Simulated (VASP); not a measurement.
**CdS: single point with PBE**

The system is CdS.

```
Cd S
1.0
     0.00000    2.93921    2.99800
     2.93921    0.00000    2.99800
     2.93921    2.93921    0.00000
Cd S
1 1
Direct
  0.00000 0.00000 0.00000
  0.25000 0.25000 0.25000
```

This cell differs from its parent crystal: uniaxial z strain +2.0%.

```yaml
Program: VASP 6.6.1
Task: single point
Functional: PBE
Potentials_or_basis: VASP PAW PBE potentials, release 64 (Cd, S)
Cutoff: 520 eV
k_mesh: 8 × 8 × 8
Occupations: fermi-dirac, width 0.02 eV
Spin: no spin polarisation
Dipole_correction: no
Further_INCAR_settings: ALGO = Normal; EDIFF = 1e-07; NBANDS = 16
```

```yaml
Pressure: 0.5 GPa
Band_gap_on_the_k_mesh: 1.03 eV
```

Stress tensor (GPa, compression positive):
```
0.67 0.00 0.00
0.00 0.67 0.00
0.00 0.00 0.28
```

Levels at points of the mesh, in eV from the valence-band top:
```
           k point  band 5  band 6  band 7  band 8  band 9  band 10  band 11  band 12  band 13  band 14
(0.00, 0.00, 0.00)   -7.18   -7.18   -0.06    0.00    0.00     1.03     6.53     6.53     6.53    11.14
(0.50, 0.00, 0.00)   -7.14   -6.84   -4.17   -0.75   -0.67     2.92     6.92     7.06     7.33    10.93
(0.50, 0.50, 0.00)   -7.10   -6.80   -3.86   -1.70   -1.70     3.65     4.38     8.91    10.53    10.53
(0.50, 0.00, 0.50)   -7.10   -6.76   -3.75   -1.79   -1.76     3.58     4.22     9.10    10.38    10.59
```

It took 31 s on 1 thread of AMD EPYC 7R13 Processor (Zen 3), with other jobs on the host, peak memory 0.17 GiB.

Caveat: the cell differs from its parent crystal (uniaxial z strain +2.0%).
